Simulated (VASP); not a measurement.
# C in VASP: notebook, part 2 of 2

VASP 6.6.1. Earlier steps stand in the parts before.

### Step 6. Single point, PBE+D3(BJ)

This run uses another cell than the first one, of 61.02 Å³/atom, 1.042 times its volume.

File INCAR:

```
PREC     = Accurate       # precision mode
ENCUT    = 520            # plane-wave cutoff, eV
EDIFF    = 1E-7           # SCF threshold, eV
ISMEAR   = 0              # smearing method
SIGMA    = 0.1            # smearing width, eV
LREAL    = False          # projectors in reciprocal space
LASPH    = True           # aspherical terms in the spheres
NELM     = 100            # most SCF steps
ALGO     = Normal         # electronic algorithm
ISIF     = 2              # what is computed and relaxed
LWAVE    = False          # write WAVECAR
LCHARG   = True           # write CHGCAR
LDIPOL   = True         
IDIPOL   = 3            
DIPOL    = 0.5 0.5 0.500
GGA      = PE             # functional
IVDW     = 12             # dispersion correction
LELF     = True           # ELF
LVHAR    = True         
LVACPOTAV= True         
NBANDS   = 11             # bands
```

File KPOINTS:

```
Automatic mesh
0
Gamma
  21 21 1
```

File POSCAR:

```
C
1.0
    2.3280000000      0.0000000000      0.0000000000
   -1.1640000000      2.0161071400      0.0000000000
    0.0000000000      0.0000000000     26.0024170307
C
2
Direct
    0.6666666667      0.3333333333      0.5109797485
    0.3333333333      0.6666666667      0.4890202515
```

Potentials or basis: VASP PAW PBE potentials, release 64 (C).

The run is started by

```
$ cat potpaw_PBE.64/C/POTCAR > POTCAR
$ mpirun -np 1 vasp_std > vasp.out
```

OUTCAR:

```text
PREC = Accurate
   ENCUT = 520
   EDIFF = 1E-7
   ISMEAR = 0
   LREAL = False
   LASPH = True
   NELM = 100
   ISIF = 2
   GGA = PE
   IVDW = 12
 IVDW          = 12

 ion  position               nearest neighbor table
   1  0.667  0.333  0.511-   2 1.46   2 1.46   2 1.46
   2  0.333  0.667  0.489-   1 1.46   1 1.46   1 1.46

  LATTYP: Found a hexagonal cell.
 ALAT       =     2.3280000000
 C/A-ratio  =    11.1694231232

  Lattice vectors:

 A1 = (   2.3280000000,   0.0000000000,   0.0000000000)
 A2 = (  -1.1640000000,   2.0161071400,   0.0000000000)
 A3 = (   0.0000000000,   0.0000000000,  26.0024170307)

Analysis of symmetry for initial positions (statically):
=====================================================================
 Subroutine PRICEL returns:
 Original cell was already a primitive cell.

 Routine SETGRP: Setting up the symmetry group for a
 hexagonal supercell.

 Subroutine GETGRP returns: Found 12 space group operations
 (whereof 12 operations were pure point group operations)
 out of a pool of 24 trial point group operations.

The static configuration has the point symmetry D_3d.

Analysis of symmetry for dynamics (positions and initial velocities):
=====================================================================
 Subroutine PRICEL returns:
 Original cell was already a primitive cell.

 Routine SETGRP: Setting up the symmetry group for a
 hexagonal supercell.

 Subroutine GETGRP returns: Found 12 space group operations
 (whereof 12 operations were pure point group operations)
 out of a pool of 24 trial point group operations.

The dynamic configuration has the point symmetry D_3d.

 Subroutine INISYM returns: Found 12 space group operations
 (whereof 12 operations are pure point group operations),
 and found     1 'primitive' translations

----------------------------------------------------------------------------------------

                                     Primitive cell

  volume of cell :     122.0423

[... 124 lines left out ...]
 NGX is ok and might be reduce to    18
   NGX =  9   NGY =  9   NGZ = 97

 number of electron       8.0000000 magnetization

 dipolmoment           0.000000      0.000000     -0.000000 electrons x Angstroem

 Free energy of the ion-electron system (eV)
  ---------------------------------------------------
  ext. energy  EPLUGINS =         0.00000000
  ---------------------------------------------------
  free energy    TOTEN  =       -15.21337755 eV

  energy without entropy =      -15.21225772  energy(sigma->0) =      -15.21281763

 E-fermi :  -2.6246     XC(G=0):  -1.8103

 val. band max:       -2.6936209973   @ k =   0.0476  -0.0000   0.0000
 cond. band min:      -2.5477209375   @ k =   0.0000   0.0000   0.0000
 fundamental gap:      0.1459000598
 Fermi energy:        -2.6246032049

 k-point     1 :       0.0000    0.0000    0.0000
  band No.  band energies     occupation
      1     -22.5446      2.00000
      2     -10.8957      2.00000
      3      -2.5477      0.27691
      4      -2.5477      0.27691
      5      -2.1068      0.00000
      6       1.0159      0.00000
      7       1.2555      0.00000
      8       1.7041      0.00000
      9       1.7853      0.00000
     10       2.7431      0.00000
     11       2.9989      0.00000
[... 309 lines left out ...]
 k-point    24 :       0.1905    0.0952    0.0000
  band No.  band energies     occupation
      1     -20.8005      2.00000
      2      -9.2495      2.00000
      3      -7.5050      2.00000
      4      -5.6288      2.00000
      5      -0.8512      0.00000
      6       3.3327      0.00000
      7       3.5270      0.00000
      8       3.8405      0.00000
      9       4.1204      0.00000
     10       4.7683      0.00000
     11       5.3228      0.00000

 [... further k-points ...]

------------------------ aborting loop because EDIFF is reached ----------------------------------------

 vacuum level on the upper side and lower side of the slab       (xc-potential included)        -0.084        -0.084

 Edisp (eV)   -0.16416

 E8    (eV) :    -0.0513

  FORCE on cell =-STRESS in cart. coord.  units (eV):
  Direction    XX          YY          ZZ          XY          YZ          ZX
  --------------------------------------------------------------------------------------
  -------------------------------------------------------------------------------------
  Total       7.63461     7.63461    -5.70298     0.00000     0.00000     0.00000
  in kB     100.22750   100.22750   -74.86902     0.00000     0.00000     0.00000
  external pressure =       41.86 kB  Pullay stress =        0.00 kB

 VOLUME and BASIS-vectors are now :
 -----------------------------------------------------------------------------
  energy-cutoff  :      520.00
  volume of cell :      122.04
      direct lattice vectors                 reciprocal lattice vectors
     2.328000000  0.000000000  0.000000000     0.429553265  0.248002693  0.000000000
    -1.164000000  2.016107140  0.000000000     0.000000000  0.496005386  0.000000000
     0.000000000  0.000000000 26.002417031     0.000000000  0.000000000  0.038457963

 POSITION                                       TOTAL-FORCE (eV/Angst)
 -----------------------------------------------------------------------------------
      1.16400      0.67204     13.28671         0.000000     -0.000000     -9.965660
     -0.00000      1.34407     12.71571        -0.000000      0.000000      9.965660
 -----------------------------------------------------------------------------------
    total drift:                                0.000000     -0.000000     -0.000000

  FREE ENERGIE OF THE ION-ELECTRON SYSTEM (eV)
  ---------------------------------------------------
  free  energy   TOTEN  =       -15.3775329688 eV

  energy  without entropy=      -15.3764131379  energy(sigma->0) =      -15.37697305

 vacuum level on the upper side and lower side of the slab         1.241         1.241
```

Run time: 3.1 min. Hardware: 1 thread of AMD EPYC 7R13 (Zen 3), shared host; peak memory 0.22 GiB.

Results:

```yaml
Free_energy: -15.3775 eV
Largest_force: 9.966 eV/Å
Band_gap_on_the_k_mesh: zero (band 4 reaches -2.55 eV, above the bottom of band 5 at -3.05 eV)
Dispersion_energy_per_atom: -0.082 eV
Work_function_of_the_upper_face: 3.87 eV
Work_function_of_the_lower_face: 3.87 eV
```

Forces on the atoms (eV/Å):
```
C    0.000  0.000 -9.966
C    0.000  0.000  9.966
```
